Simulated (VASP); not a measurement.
H4CO, 36 atoms in the cell. The cell holds a disordered packing, 36 atoms: a = 7.619 Å, b = 7.619 Å, c = 7.619 Å, α = 90.00°, β = 90.00°, γ = 90.00°. 

```yaml
Program: VASP 6.6.1
Task: relaxation of the atoms
Functional: PBE
Dispersion: D3(BJ)
Potentials_or_basis: VASP PAW PBE potentials, release 64 (C, O, H)
Cutoff: 520 eV
k_mesh: 1 × 1 × 1
Occupations: fermi-dirac, width 0.05 eV
Spin: no spin polarisation
Dipole_correction: no
Further_INCAR_settings: LREAL = Auto; ALGO = Normal; EDIFF = 1e-06; IBRION = 2; EDIFFG = -0.3; NSW = 35
```

Potentials or basis: VASP PAW PBE potentials, release 64 (C, O, H).

The run is started by

```bash
$ cat potpaw_PBE.64/C/POTCAR potpaw_PBE.64/O/POTCAR potpaw_PBE.64/H/POTCAR > POTCAR
$ mpirun -np 1 vasp_gam > vasp.out
```

Hardware: 1 thread of AMD EPYC 7R43 64-Core Processor (Zen 3), with other jobs on the host.

Q: How long does it take, and how much memory?

A: Run time: 6.7 min on 1 thread of AMD EPYC 7R43 64-Core Processor (Zen 3), with other jobs on the host, peak memory 0.48 GiB. Counts: scf iterations 74, k points 1, ion steps 8.
